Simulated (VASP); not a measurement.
Runs of VASP 6.6.1 on EuO. The structure is that of space group Fm-3m (No. 225), or close to it. The cells are those of the table. 

```csv
spin,cell,gap on the mesh (eV),pressure (GPa),moment (μB)
"collinear, ferromagnetic start","a = 3.480 Å, angles 60.0°, 2 atoms",none,9.5,6.89
"collinear, ferromagnetic start","a = 3.207 Å, angles 60.0°, 2 atoms",none,67.9,(b)
"collinear, ferromagnetic start","a = 3.429 Å, angles 60.0°, 2 atoms",none,17.7,(d)
"collinear, ferromagnetic start","a = 3.266 Å, angles 60.0°, 2 atoms",none,50.3,(c)
"collinear, ferromagnetic start","a = 3.376 Å, angles 60.0°, 2 atoms",none,25.4,6.85
off,"a = 3.578 Å, angles 60.0°, 2 atoms",none,-13.3,-
"collinear, ferromagnetic start","a = 3.322 Å, angles 60.0°, 2 atoms",none,(a),6.76
```

Alike in all rows: task single point; level PBE; potentials or basis VASP PAW PBE potentials, release 64 (Eu, O); k mesh 12 × 12 × 12; cutoff (eV) 600; smearing gaussian 0.05 eV.

Problem. Estimate the missing entries.

Solution. (a) 36.2; (b) 6.65; (c) 6.73; (d) 6.88.

Caveats: spin-orbit coupling is left out, which moves the levels of the heavy elements; semilocal functionals describe open f shells poorly, which spoils levels, moments and volumes; the cell stands under pressure (at least some runs); a cell with one magnetic atom can't hold antiferromagnetic order, which such compounds often take (at least some runs); the cell stands under tension (at least some runs); an odd number of electrons without spin polarisation forces a metal (at least some runs); a magnetic or distorted state may lie lower (at least some runs).

A k mesh can miss the band edges, and the runs leave out spin-orbit coupling on Eu.

A gap of «none» marks levels without a gap at the run's occupations.
